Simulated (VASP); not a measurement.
# CdS (I4/mmm) in VASP: a series of runs

Runs on CdS. Level: PBE. Tasks: single point.

Program: VASP 6.6.1. These are calculated values, not measurements. Logs are shortened: lines on timing, memory, paths and dates and some standing lists are left out, and cuts for length are marked.

**1. The cell of the first run**

It takes space group I4/mmm (No. 139, tetragonal). Conventional cell: a = 3.796 Å, b = 3.796 Å, c = 5.506 Å, α = 90.00°, β = 90.00°, γ = 90.00°. Cd (site symmetry 4/mmm) has 6 S at 2.68 to 2.75 Å within 3.5 Å. S (site symmetry 4/mmm) has 6 Cd at 2.68 to 2.75 Å within 3.5 Å.

**2. Single point, PBE (strain -0.025 along x and y, +0.000 along z)**

File INCAR:

```
SYSTEM = CdS
PREC = Accurate
ENCUT = 520
EDIFF = 1E-6
ISMEAR = 0
SIGMA = 0.03
LREAL = .FALSE.
LASPH = .TRUE.
NELM = 60
ALGO = Normal
ISIF = 2
LWAVE = .FALSE.
LCHARG = .TRUE.
GGA = PE
LELF = .TRUE.
LVHAR = .TRUE.
NBANDS = 16
```

File KPOINTS:

```
regular mesh
0
G
  10 10 10
  0 0 0
```

File POSCAR:

```
CdS
1.0
    0.0000000000      2.6844129000      2.7532440000
    2.6844129000      0.0000000000      2.7532440000
    2.6844129000      2.6844129000      0.0000000000
Cd S
1 1
Direct
    0.0000000000      0.0000000000      0.0000000000
    0.5000000000      0.5000000000      0.5000000000
```

Potentials or basis: VASP PAW PBE potentials, release 64 (Cd, S).

Started as:

```console
$ cat potpaw_PBE.64/Cd/POTCAR potpaw_PBE.64/S/POTCAR > POTCAR
$ mpirun -np 1 vasp_std > vasp.out
```

OUTCAR:

```text
SYSTEM = CdS
   PREC = Accurate
   ENCUT = 520
   EDIFF = 1E-6
   ISMEAR = 0
   LREAL = .FALSE.
   LASPH = .TRUE.
   NELM = 60
   ISIF = 2
   GGA = PE

 ion  position               nearest neighbor table
   1  0.000  0.000  0.000-   2 2.68   2 2.68   2 2.68   2 2.68   2 2.75   2 2.75
   2  0.500  0.500  0.500-   1 2.68   1 2.68   1 2.68   1 2.68   1 2.75   1 2.75

  LATTYP: Found a body centered tetragonal cell.
 ALAT       =     3.7963331302
 C/A-ratio  =     1.4504754486

  Lattice vectors:

 A1 = (  -2.6844129000,   0.0000000000,   2.7532440000)
 A2 = (   2.6844129000,   0.0000000000,   2.7532440000)
 A3 = (   0.0000000000,   2.6844129000,  -2.7532440000)

Analysis of symmetry for initial positions (statically):
=====================================================================
 Subroutine PRICEL returns:
 Original cell was already a primitive cell.

 Routine SETGRP: Setting up the symmetry group for a
 body centered tetragonal supercell.

 Subroutine GETGRP returns: Found 16 space group operations
 (whereof 16 operations were pure point group operations)
 out of a pool of 16 trial point group operations.

The static configuration has the point symmetry D_4h.

Analysis of symmetry for dynamics (positions and initial velocities):
=====================================================================
 Subroutine PRICEL returns:
 Original cell was already a primitive cell.

 Routine SETGRP: Setting up the symmetry group for a
 body centered tetragonal supercell.

 Subroutine GETGRP returns: Found 16 space group operations
 (whereof 16 operations were pure point group operations)
 out of a pool of 16 trial point group operations.

The dynamic configuration has the point symmetry D_4h.

 Subroutine INISYM returns: Found 16 space group operations
 (whereof 16 operations are pure point group operations),
 and found     1 'primitive' translations

----------------------------------------------------------------------------------------

                                     Primitive cell

  volume of cell :      39.6802

  direct lattice vectors                    reciprocal lattice vectors
     0.000000000  2.684412900  2.753244000    -0.186260467  0.186260467  0.181603955
     2.684412900  0.000000000  2.753244000     0.186260467 -0.186260467  0.181603955
     2.684412900  2.684412900  0.000000000     0.186260467  0.186260467 -0.181603955

  length of vectors
     3.845312099  3.845312099  3.796333130     0.319946745  0.319946745  0.319946745

  position of ions in fractional coordinates (direct lattice)
     0.000000000  0.000000000  0.000000000
     0.500000000  0.500000000  0.500000000

  ion indices of the primitive-cell ions
   primitive index   ion index
                 1           1
                 2           2

----------------------------------------------------------------------------------------

 KPOINTS: regular mesh

Automatic generation of k-mesh.
 Grid dimensions read from file:
 generate k-points for:   10   10   10

 Generating k-lattice:

  Cartesian coordinates                     Fractional coordinates (reciprocal lattice)
    -0.018626047  0.018626047  0.018160396     0.100000000  0.000000000  0.000000000
     0.018626047 -0.018626047  0.018160396     0.000000000  0.100000000  0.000000000
     0.018626047  0.018626047 -0.018160396    -0.000000000 -0.000000000  0.100000000

  Length of vectors
     0.031994674  0.031994674  0.031994674

  Shift w.r.t. Gamma in fractional coordinates (k-lattice)
     0.000000000  0.000000000  0.000000000

 Subroutine IBZKPT returns following result:
 ===========================================

 Found    102 irreducible k-points:

 Following reciprocal coordinates:
            Coordinates               Weight
  0.000000  0.000000  0.000000      1.000000
  0.100000  0.000000  0.000000      8.000000
  0.200000  0.000000  0.000000      8.000000
  0.300000  0.000000  0.000000      8.000000
  0.400000  0.000000  0.000000      8.000000
  0.500000  0.000000  0.000000      4.000000
[... 16 lines left out ...]
  0.300000  0.300000  0.000000      2.000000
  0.400000  0.300000  0.000000      8.000000
 [... further k-points ...]
   k-points           NKPTS =    102   k-points in BZ     NKDIM =    102   number of bands    NBANDS=     16
   number of dos      NEDOS =    301   number of ions     NIONS =      2
   total plane-waves  NPLWV =  25200
   dimension x,y,z NGX =    30 NGY =   30 NGZ =   28
   dimension x,y,z NGXF=    60 NGYF=   60 NGZF=   56
   ions per type =               1   1
   NGX,Y,Z   is equivalent  to a cutoff of  12.97, 12.97, 12.26 a.u.
   NGXF,Y,Z  is equivalent  to a cutoff of  25.94, 25.94, 24.52 a.u.
 SYSTEM =  CdS
   PREC   = accura    normal or accurate (medium, high low for compatibility)
   ISTART =      0    job   : 0-new  1-cont  2-samecut
   ICHARG =      2    charge: 1-file 2-atom 10-const
   ISPIN  =      1    spin polarized calculation?
   LNONCOLLINEAR =      F non collinear calculations
   LSORBIT =      F    spin-orbit coupling
   LASPH  =      T    aspherical Exc in radial PAW
   ENCUT  =  520.0 eV  38.22 Ry    6.18 a.u.   7.15  7.15  7.06*2*pi/ulx,y,z
   NELM   =     60;   NELMIN=  2; NELMDL= -5     # of ELM steps
   EDIFF  = 0.1E-05   stopping-criterion for ELM
   LREAL  =      F    real-space projection
   EDIFFG = 0.1E-04   stopping-criterion for IOM
   NSW    =      0    number of steps for IOM
   IBRION =     -1    ionic relax: 0-MD 1-quasi-New 2-CG
   NFREE  =      0    steps in history (QN), initial steepest desc. (CG)
   ISIF   =      2    stress and relaxation
   ISYM   =      2    0-nonsym 1-usesym 2-fastsym
   POTIM  = 0.5000    time-step for ionic-motion
   TEBEG  =    0.0;   TEEND  =   0.0 temperature during run
   PSTRESS=    0.0 pullay stress
   NELECT =      18.0000    total number of electrons
   NUPDOWN=      -1.0000    fix difference up-down
   EMIN   =  10.00;   EMAX   =-10.00  energy-range for DOS
   EFERMI =   0.00;   METHOD = LEGACY
   ISMEAR =     0;   SIGMA  =   0.03  broadening in eV -4-tet -1-fermi 0-gaus
   EFERMI_NEDOS =   21; number of points for ismear=-14 and -15
   IALGO  =     38    algorithm
   IMIX   =      4    mixing-type and parameters
     AMIX     =   0.40;   BMIX     =  1.00
     AMIX_MAG =   1.60;   BMIX_MAG =  1.00
  volume/ion in A,a.u.               =      19.84       133.89
  Fermi-wavevector in a.u.,A,eV,Ry     =   1.257886  2.377060 21.528182  1.582277
  Thomas-Fermi vector in A             =   2.391523
   LORBIT       =      0    0 simple, 1 ext, 2 COOP (PROOUT), +10 PAW based schemes
   GGA     = PE    functional components
   LHFCALC =     F    Hartree Fock is set to
   AEXX    =    0.0000 exact exchange contribution
   IVDW    =     0    specifies the selected vdW correction
   LEPSILON=     F    determine dielectric tensor
   LRPA    =     F    only Hartree local field effects (RPA)
 non-spin polarized calculation
 Gauss-broadening in eV      SIGMA  =   0.03
  energy-cutoff  :      520.00
  volume of cell :       39.68
 maximum number of plane-waves:      1082
 NGX is ok and might be reduce to    30
   NGX = 15   NGY = 15   NGZ = 15

 number of electron      18.0000004 magnetization

 Free energy of the ion-electron system (eV)
  ---------------------------------------------------
  ext. energy  EPLUGINS =         0.00000000
  ---------------------------------------------------
  free energy    TOTEN  =        -5.84773133 eV

  energy without entropy =       -5.84773086  energy(sigma->0) =       -5.84773109

 E-fermi :   3.3649     XC(G=0): -10.5541

 val. band max:        3.2910944095   @ k =   0.5000   0.0000   0.0000
 cond. band min:       3.4321960362   @ k =   0.5000   0.0000   0.5000
 fundamental gap:      0.1411016267
 Fermi energy:         3.3649365534

 k-point     1 :       0.0000    0.0000    0.0000
  band No.  band energies     occupation
      1      -9.8059      2.00000
      2      -4.4901      2.00000
      3      -4.4688      2.00000
      4      -4.4615      2.00000
      5      -4.4522      2.00000
      6      -4.4522      2.00000
[... 8 lines left out ...]
     15      14.5460      0.00000
     16      15.1251      0.00000

 k-point     2 :       0.1000    0.0000    0.0000
  band No.  band energies     occupation
      1      -9.7142      2.00000
      2      -4.5036      2.00000
      3      -4.5009      2.00000
      4      -4.4795      2.00000
      5      -4.4447      2.00000
      6      -4.4342      2.00000
[... 8 lines left out ...]
     15      13.8730      0.00000
     16      14.6194      0.00000

 k-point     3 :       0.2000    0.0000    0.0000
  band No.  band energies     occupation
      1      -9.4564      2.00000
      2      -4.5956      2.00000
      3      -4.5813      2.00000
      4      -4.5148      2.00000
      5      -4.3918      2.00000
      6      -4.3828      2.00000
[... 8 lines left out ...]
     15      13.7762      0.00000
     16      14.3151      0.00000

 k-point     4 :       0.3000    0.0000    0.0000
  band No.  band energies     occupation
      1      -9.0911      2.00000
      2      -4.7048      2.00000
      3      -4.6820      2.00000
      4      -4.5925      2.00000
      5      -4.3184      2.00000
      6      -4.3179      2.00000
[... 8 lines left out ...]
     15      14.5533      0.00000
     16      14.6443      0.00000

 k-point     5 :       0.4000    0.0000    0.0000
  band No.  band energies     occupation
      1      -8.7399      2.00000
      2      -4.7896      2.00000
      3      -4.7661      2.00000
      4      -4.7017      2.00000
      5      -4.2646      2.00000
      6      -4.2571      2.00000
[... 8 lines left out ...]
     15      15.5718      0.00000
     16      15.7199      0.00000

 k-point     6 :       0.5000    0.0000    0.0000
  band No.  band energies     occupation
      1      -8.5865      2.00000
      2      -4.8212      2.00000
      3      -4.8076      2.00000
      4      -4.7549      2.00000
      5      -4.2440      2.00000
      6      -4.2334      2.00000
[... 8 lines left out ...]
     15      16.1720      0.00000
     16      16.3614      0.00000

 k-point     7 :       0.1000    0.1000    0.0000
  band No.  band energies     occupation
      1      -9.6962      2.00000
      2      -4.5220      2.00000
      3      -4.5058      2.00000
      4      -4.4586      2.00000
      5      -4.4323      2.00000
      6      -4.4323      2.00000
[... 8 lines left out ...]
     15      15.6872      0.00000
     16      15.8148      0.00000

 k-point     8 :       0.2000    0.1000    0.0000
  band No.  band energies     occupation
      1      -9.5105      2.00000
      2      -4.5886      2.00000
      3      -4.5215      2.00000
      4      -4.5029      2.00000
      5      -4.4020      2.00000
      6      -4.3788      2.00000
[... 8 lines left out ...]
     15      15.0084      0.00000
     16      15.4995      0.00000

 k-point     9 :       0.3000    0.1000    0.0000
  band No.  band energies     occupation
      1      -9.1987      2.00000
      2      -4.6628      2.00000
      3      -4.6000      2.00000
      4      -4.5567      2.00000
      5      -4.3472      2.00000
      6      -4.3107      2.00000
[... 8 lines left out ...]
     15      15.2671      0.00000
     16      15.2804      0.00000
[... 172 lines left out ...]
 k-point    19 :       0.5000    0.2000    0.0000
  band No.  band energies     occupation
      1      -8.7042      2.00000
      2      -4.6746      2.00000
      3      -4.6322      2.00000
      4      -4.5359      2.00000
      5      -4.2243      2.00000
      6      -4.1805      2.00000
[... 8 lines left out ...]
     15      16.6104      0.00000
     16      17.8699      0.00000

 k-point    20 :      -0.4000    0.2000    0.0000
  band No.  band energies     occupation
      1      -8.6218      2.00000
      2      -4.7481      2.00000
      3      -4.6992      2.00000
      4      -4.5206      2.00000
      5      -4.2442      2.00000
      6      -4.1542      2.00000
[... 8 lines left out ...]
     15      15.6171      0.00000
     16      17.1232      0.00000

 k-point    21 :      -0.3000    0.2000    0.0000
  band No.  band energies     occupation
      1      -8.7389      2.00000
      2      -4.7735      2.00000
      3      -4.7400      2.00000
      4      -4.5173      2.00000
      5      -4.2908      2.00000
      6      -4.1831      2.00000
[... 8 lines left out ...]
     15      16.6500      0.00000
     16      17.3209      0.00000

 k-point    22 :      -0.2000    0.2000    0.0000
  band No.  band energies     occupation
      1      -8.9945      2.00000
      2      -4.7475      2.00000
      3      -4.7065      2.00000
      4      -4.5161      2.00000
      5      -4.3416      2.00000
      6      -4.2485      2.00000
[... 8 lines left out ...]
     15      16.5848      0.00000
     16      16.6555      0.00000

 k-point    23 :       0.3000    0.3000    0.0000
  band No.  band energies     occupation
      1      -9.1163      2.00000
      2      -4.5970      2.00000
      3      -4.4538      2.00000
      4      -4.3987      2.00000
      5      -4.2875      2.00000
      6      -4.2875      2.00000
[... 8 lines left out ...]
     15      16.8209      0.00000
     16      18.7135      0.00000

 k-point    24 :       0.4000    0.3000    0.0000
  band No.  band energies     occupation
      1      -8.9625      2.00000
      2      -4.6106      2.00000
      3      -4.4371      2.00000
      4      -4.3388      2.00000
      5      -4.2307      2.00000
      6      -4.1654      2.00000
[... 8 lines left out ...]
     15      17.2387      0.00000
     16      18.5465      0.00000

 [... further k-points ...]

------------------------ aborting loop because EDIFF is reached ----------------------------------------

  FORCE on cell =-STRESS in cart. coord.  units (eV):
  Direction    XX          YY          ZZ          XY          YZ          ZX
  --------------------------------------------------------------------------------------
  -------------------------------------------------------------------------------------
  Total        1.2192334      1.2192334      0.6207257      0.0000000      0.0000000      0.0000000
  in kB       49.2293501     49.2293501     25.0632283      0.0000000      0.0000000      0.0000000
  external PRESSURE =      41.1739762 kB  Pullay stress =       0.0000000 kB

 VOLUME and BASIS-vectors are now :
 -----------------------------------------------------------------------------
  energy-cutoff  :      520.00
  volume of cell :       39.68
      direct lattice vectors                 reciprocal lattice vectors
     0.000000000  2.684412900  2.753244000    -0.186260467  0.186260467  0.181603955
     2.684412900  0.000000000  2.753244000     0.186260467 -0.186260467  0.181603955
     2.684412900  2.684412900  0.000000000     0.186260467  0.186260467 -0.181603955

 POSITION                                       TOTAL-FORCE (eV/Angst)
 -----------------------------------------------------------------------------------
      0.00000      0.00000      0.00000         0.000000     -0.000000     -0.000000
      2.68441      2.68441      2.75324        -0.000000      0.000000      0.000000
 -----------------------------------------------------------------------------------
    total drift:                               -0.000000      0.000000      0.000000

  FREE ENERGIE OF THE ION-ELECTRON SYSTEM (eV)
  ---------------------------------------------------
  free  energy   TOTEN  =        -5.8477313273 eV

  energy  without entropy=       -5.8477308588  energy(sigma->0) =       -5.84773109
```

It took 49 s on 1 thread of Intel Xeon Platinum 8488C (Sapphire Rapids), shared host; peak memory 0.2 GiB.

Results:

* Free energy: -5.8477 eV
* Pressure: 4.1 GPa
* Band gap on the k mesh: 0.14 eV, indirect (least direct gap 1.78 eV)

Levels at points of the mesh, in eV from the valence-band top:
```
           k point  band 6  band 7  band 8  band 9  band 10  band 11  band 12  band 13
(0.00, 0.00, 0.00)   -7.74   -0.93   -0.93   -0.79     0.99     9.09     9.22     9.22
(0.50, 0.00, 0.00)   -7.52   -5.06   -0.14    0.00     3.41     5.71     5.95     7.03
(0.50, 0.50, 0.00)   -6.76   -4.51   -2.28   -2.28     0.27     6.02     9.84    11.56
(0.50, 0.00, 0.50)   -6.69   -4.53   -2.48   -2.24     0.14     5.88    10.08    11.08
```

Caveat: the cell differs from its parent crystal (strain -0.025 along x and y, +0.000 along z). A k mesh can miss the band edges.

(Part 1 of 2 ends here.)
